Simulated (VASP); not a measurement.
A run of VASP 6.6.1:

Contents of INCAR:

```
SYSTEM = BaS
PREC = Accurate
ENCUT = 600
EDIFF = 1E-6
ISMEAR = -1
SIGMA = 0.02
LREAL = .FALSE.
LASPH = .TRUE.
NELM = 100
ALGO = Normal
ISIF = 3
LWAVE = .FALSE.
LCHARG = .FALSE.
IBRION = 2
NSW = 80
EDIFFG = -0.005
```

File KPOINTS:

```
regular mesh
0
G
  6 6 4
  0 0 0
```

The input POSCAR:

```
BaS
1.0
    4.4463682182      0.0000000000      0.0000000000
   -2.2231841091      3.8506678315      0.0000000000
    0.0000000000      0.0000000000      7.8041163532
Ba S
2 2
Direct
    0.0000000000      0.0000000000      0.0000000000
    0.0000000000      0.0000000000      0.5000000000
    0.3333333333      0.6666666667      0.2500000000
    0.6666666667      0.3333333333      0.7500000000
```

Potentials or basis: VASP PAW LDA potentials, release 64 (Ba_sv, S).

Run with:

```sh
$ cat potpaw_LDA.64/Ba_sv/POTCAR potpaw_LDA.64/S/POTCAR > POTCAR
$ mpirun -np 1 vasp_std > vasp.out
```

Hardware: 1 thread of Intel(R) Xeon(R) Platinum 8259CL CPU @ 2.50GHz (Skylake/Cascade Lake), with other jobs on the host.

Task: How long does it take, and how much memory?

Result: It took 4.2 min on 1 thread of Intel(R) Xeon(R) Platinum 8259CL CPU @ 2.50GHz (Skylake/Cascade Lake), on a shared host, peak memory 0.27 GiB. Counts: scf iterations 58, k points 21, ion steps 10.
